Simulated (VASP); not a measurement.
# SiO2 (P4_2/mnm) in VASP: notebook, part 2 of 2

VASP 6.6.1. Earlier steps stand in the parts before.

## 4. Single point, LDA (volume 6.678 Å^3 an atom, c/a of the conventional cell 0.5339)

Contents of INCAR:

```
ALGO     = Normal         # electronic algorithm
EDIFF    = 1E-6           # SCF threshold, eV
ENCUT    = 520            # plane-wave cutoff, eV
GGA      = CA             # functional
ISIF     = 2              # what is computed and relaxed
ISMEAR   = 0              # smearing method
LASPH    = T              # aspherical terms in the spheres
LCHARG   = T              # write CHGCAR
LELF     = T              # ELF
LREAL    = F              # projectors in reciprocal space
LVHAR    = T            
LWAVE    = F              # write WAVECAR
NBANDS   = 25             # bands
NELM     = 100            # most SCF steps
PREC     = Accurate       # precision mode
SIGMA    = 0.05           # smearing width, eV
```

Contents of KPOINTS:

```
k-points
0
Gamma
  6 6 10
```

Contents of POSCAR:

```
SiO2
1.0
    4.2180583326      0.0000000000      0.0000000000
    0.0000000000      4.2180583326      0.0000000000
    0.0000000000      0.0000000000      2.2520213438
Si O
2 4
Direct
    0.5000000000      0.5000000000      0.5000000000
    0.0000000000      0.0000000000      0.0000000000
    0.6944252994      0.6944252994      0.0000000000
    0.1944252994      0.8055747006      0.5000000000
    0.3055747006      0.3055747006      0.0000000000
    0.8055747006      0.1944252994      0.5000000000
```

On the command line:

```
> cat potpaw_LDA.64/Si/POTCAR potpaw_LDA.64/O/POTCAR > POTCAR
> mpirun -np 1 vasp_std > vasp.out
```

Wall time 26 s (1 thread of Intel Xeon Platinum 8375C at 2.90GHz (Ice Lake), shared host); peak memory 0.15 GiB.

Results (log left out):

| Property | Result |
| --- | --- |
| Free energy | -48.3917 eV |
| Pressure | 84.2 GPa |
| Largest force | 1.096 eV/Å |
| Band gap on the k mesh | 7.83 eV, direct |

Forces on the atoms (eV/Å):
```
Si   0.000  0.000  0.000
Si   0.000  0.000  0.000
O    0.775  0.775  0.000
O    0.775 -0.775  0.000
O   -0.775 -0.775  0.000
O   -0.775  0.775  0.000
```

Stress tensor (GPa, compression positive):
```
 30.07   0.00   0.00
  0.00  30.07   0.00
  0.00   0.00 192.36
```

Levels at points of the mesh, in eV from the valence-band top:
```tsv
k point	band 12	band 13	band 14	band 15	band 16	band 17	band 18	band 19	band 20	band 21
(0.00, 0.00, 0.00)	-1.65	-1.04	-1.04	-0.85	0.00	7.83	10.61	11.49	11.87	11.87
(0.50, 0.00, 0.00)	-2.36	-1.34	-1.34	-1.24	-1.24	9.45	9.45	12.43	12.43	13.21
(0.50, 0.50, 0.00)	-2.49	-1.94	-1.94	-1.72	-1.72	10.24	10.24	11.39	11.39	14.41
(0.00, 0.00, 0.50)	-5.10	-2.87	-2.87	-2.82	-2.82	10.85	10.85	13.18	13.18	13.30
(0.50, 0.00, 0.50)	-4.40	-2.61	-2.61	-1.73	-1.73	9.80	9.80	10.09	10.09	12.94
(0.50, 0.50, 0.50)	-5.03	-2.10	-2.10	-1.49	-1.49	8.39	8.39	11.37	11.37	11.75
```

Caveat: forces of over 1 eV/Å act on the atoms, so gaps and moduli don't describe the material at rest.

## 5. Single point, LDA (volume 6.678 Å^3 an atom, c/a of the conventional cell 0.7683)

Contents of INCAR:

```
PREC = Accurate
ENCUT = 520
EDIFF = 1E-6
ISMEAR = 0
SIGMA = 0.05
LREAL = False
LASPH = True
NELM = 80
ALGO = Normal
ISIF = 2
LWAVE = False
LCHARG = False
GGA = CA
NBANDS = 25
```

Contents of KPOINTS:

```
regular mesh
0
Gamma
  6 6 10
```

POSCAR: that of step 4 with these lines changed.

```diff
@@ -2,5 +2,5 @@
 1.0
-    4.2180583326      0.0000000000      0.0000000000
-    0.0000000000      4.2180583326      0.0000000000
-    0.0000000000      0.0000000000      2.2520213438
+    3.7361325640      0.0000000000      0.0000000000
+    0.0000000000      3.7361325640      0.0000000000
+    0.0000000000      0.0000000000      2.8704706490
 Si O
```

Potentials or basis: VASP PAW LDA potentials, release 64 (Si, O).

On the command line:

```
> cat potpaw_LDA.64/Si/POTCAR potpaw_LDA.64/O/POTCAR > POTCAR
> mpirun -np 1 vasp_std > vasp.out
```

OUTCAR:

```text
PREC = Accurate
   ENCUT = 520
   EDIFF = 1E-6
   ISMEAR = 0
   LREAL = False
   LASPH = True
   NELM = 80
   ISIF = 2
   GGA = CA

 ion  position               nearest neighbor table
   1  0.500  0.500  0.500-   4 1.61   6 1.61   5 1.76   3 1.76   3 1.76   5 1.76   2 3.01   2 3.01
                             2 3.01   2 3.01   2 3.01   2 3.01   2 3.01   2 3.01
   2  0.000  0.000  0.000-   3 1.61   5 1.61   4 1.76   6 1.76   4 1.76   6 1.76   1 3.01   1 3.01
                             1 3.01   1 3.01   1 3.01   1 3.01   1 3.01   1 3.01
   3  0.694  0.694  0.000-   2 1.61   1 1.76   1 1.76
   4  0.194  0.806  0.500-   1 1.61   2 1.76   2 1.76
   5  0.306  0.306  0.000-   2 1.61   1 1.76   1 1.76
   6  0.806  0.194  0.500-   1 1.61   2 1.76   2 1.76

  LATTYP: Found a simple tetragonal cell.
 ALAT       =     3.7361325640
 C/A-ratio  =     0.7683000000

  Lattice vectors:

 A1 = (   3.7361325640,   0.0000000000,   0.0000000000)
 A2 = (   0.0000000000,   3.7361325640,   0.0000000000)
 A3 = (   0.0000000000,   0.0000000000,   2.8704706490)

Analysis of symmetry for initial positions (statically):
=====================================================================
 Subroutine PRICEL returns:
 Original cell was already a primitive cell.

[... 181 lines left out ...]

 val. band max:       10.1072640679   @ k =   0.0000   0.0000   0.0000
 cond. band min:      15.0853746382   @ k =   0.0000   0.0000   0.0000
 fundamental gap:      4.9781105703
 Fermi energy:        10.3449575371

 k-point     1 :       0.0000    0.0000    0.0000
  band No.  band energies     occupation
      1     -13.4463      2.00000
      2      -8.3882      2.00000
      3      -8.3882      2.00000
      4      -7.8633      2.00000
      5      -1.3274      2.00000
      6       2.3138      2.00000
[... 661 lines left out ...]
     24      24.4095      0.00000
     25      25.9859      0.00000

 [... further k-points ...]
[... 5 lines left out ...]
  --------------------------------------------------------------------------------------
  -------------------------------------------------------------------------------------
  Total       22.9808488     22.9808488      0.1669891      0.0000000      0.0000000      0.0000000
  in kB      918.9227074    918.9227074      6.6773005      0.0000000      0.0000000      0.0000000
  external PRESSURE =     614.8409051 kB  Pullay stress =       0.0000000 kB

 VOLUME and BASIS-vectors are now :
 -----------------------------------------------------------------------------
  energy-cutoff  :      520.00
  volume of cell :       40.07
      direct lattice vectors                 reciprocal lattice vectors
     3.736132564  0.000000000  0.000000000     0.267656456  0.000000000  0.000000000
     0.000000000  3.736132564  0.000000000     0.000000000  0.267656456  0.000000000
     0.000000000  0.000000000  2.870470649     0.000000000  0.000000000  0.348374926

 POSITION                                       TOTAL-FORCE (eV/Angst)
 -----------------------------------------------------------------------------------
      1.86807      1.86807      1.43524         0.000000      0.000000     -0.000000
      0.00000      0.00000      0.00000         0.000000      0.000000     -0.000000
      2.59446      2.59446      0.00000         0.340632      0.340632     -0.000000
      0.72640      3.00973      1.43524         0.340632     -0.340632      0.000000
      1.14167      1.14167      0.00000        -0.340632     -0.340632      0.000000
      3.00973      0.72640      1.43524        -0.340632      0.340632     -0.000000
 -----------------------------------------------------------------------------------
    total drift:                                0.000000      0.000000      0.000000

  FREE ENERGIE OF THE ION-ELECTRON SYSTEM (eV)
  ---------------------------------------------------
  free  energy   TOTEN  =       -49.6294288833 eV

  energy  without entropy=      -49.6294288833  energy(sigma->0) =      -49.62942888
```

Wall time 32 s (1 thread of Intel Xeon Platinum 8375C at 2.90GHz (Ice Lake), shared host); peak memory 0.15 GiB.

What came out:

```yaml
Free_energy: -49.6294 eV
Pressure: 61.5 GPa
Largest_force: 0.482 eV/Å
Band_gap_on_the_k_mesh: 4.98 eV, direct
```

Forces in eV/Å, atoms in the order of the input:
```
Si   0.000  0.000  0.000
Si   0.000  0.000  0.000
O    0.341  0.341  0.000
O    0.341 -0.341  0.000
O   -0.341 -0.341  0.000
O   -0.341  0.341  0.000
```

 A k mesh can miss the band edges.

## 6. Single point, LDA (volume 6.678 Å^3 an atom, c/a of the conventional cell 0.5537)

Contents of INCAR:

```
SYSTEM = SiO2
ALGO = Normal
EDIFF = 1E-6
ENCUT = 520
GGA = CA
ISIF = 2
ISMEAR = 0
LASPH = .True.
LCHARG = .False.
LREAL = .False.
LWAVE = .False.
NBANDS = 25
NELM = 80
PREC = Accurate
SIGMA = 0.05
```

Contents of KPOINTS:

```
k-points
0
Gamma
  6 6 10
  0 0 0
```

POSCAR: that of step 5 with these lines changed.

```diff
@@ -2,5 +2,5 @@
 1.0
-    3.7361325640      0.0000000000      0.0000000000
-    0.0000000000      3.7361325640      0.0000000000
-    0.0000000000      0.0000000000      2.8704706490
+    4.1671683621      0.0000000000      0.0000000000
+    0.0000000000      4.1671683621      0.0000000000
+    0.0000000000      0.0000000000      2.3073611221
 Si O
```

Potentials or basis: VASP PAW LDA potentials, release 64 (Si, O).

On the command line:

```
> cat potpaw_LDA.64/Si/POTCAR potpaw_LDA.64/O/POTCAR > POTCAR
> mpirun -np 1 vasp_std > vasp.out
```

It took 27 s on 1 thread of Intel Xeon Platinum 8375C at 2.90GHz (Ice Lake), shared host; peak memory 0.16 GiB.

It converged, with:

```
Free energy            : -49.2699 eV
Pressure               : 78.2 GPa
Largest force          : 1.152 eV/Å
Band gap on the k mesh : 8.21 eV, direct
```

Forces in eV/Å, atoms in the order of the input:
```
Si   0.000  0.000  0.000
Si   0.000  0.000  0.000
O    0.815  0.815  0.000
O    0.815 -0.815  0.000
O   -0.815 -0.815  0.000
O   -0.815  0.815  0.000
```

Stress tensor (GPa, compression positive):
```
 35.71   0.00   0.00
  0.00  35.71   0.00
  0.00   0.00 163.22
```

Levels at points of the mesh, in eV from the valence-band top:
```
           k point  band 14  band 15  band 16  band 17  band 18  band 19
(0.00, 0.00, 0.00)    -1.06    -1.06     0.00     8.21     9.79    11.32
(0.50, 0.00, 0.00)    -1.76    -1.33    -1.33     9.90     9.90    11.81
(0.50, 0.50, 0.00)    -2.59    -2.28    -2.28    10.26    10.26    11.68
(0.00, 0.00, 0.50)    -3.12    -3.04    -3.04    10.81    10.81    13.33
(0.50, 0.00, 0.50)    -2.72    -1.91    -1.91     9.77     9.77    10.29
(0.50, 0.50, 0.50)    -2.18    -1.67    -1.67     8.46     8.46    11.45
```

Caveat: forces of over 1 eV/Å act on the atoms, so gaps and moduli don't describe the material at rest. A k mesh can miss the band edges.

## 7. Summary

| cell | gap on the mesh (eV) | pressure (GPa) | largest force (eV/Å) |
| --- | --- | --- | --- |
| a = 4.117, b = 4.117, c = 2.364 Å, 6 atoms | 8.49 | 73.2 | 1.18 |
| a = 3.922, b = 3.922, c = 2.605 Å, 6 atoms | 6.29 | 61.0 | 1.02 |
| a = 4.218, b = 4.218, c = 2.252 Å, 6 atoms | 7.83 | 84.2 | 1.10 |
| a = 3.736, b = 3.736, c = 2.870 Å, 6 atoms | 4.98 | 61.5 | 0.48 |
| a = 4.167, b = 4.167, c = 2.307 Å, 6 atoms | 8.21 | 78.2 | 1.15 |

Alike in all rows: task single point; level LDA; potentials or basis VASP PAW LDA potentials, release 64 (Si, O); no spin polarisation; k mesh 6 × 6 × 10; cutoff (eV) 520; smearing gaussian 0.05 eV.

Caveats: forces of over 1 eV/Å act on the atoms, so gaps and moduli don't describe the material at rest (some runs).

Total energies depend on the potentials used, so only differences within one code and one set of settings carry meaning.
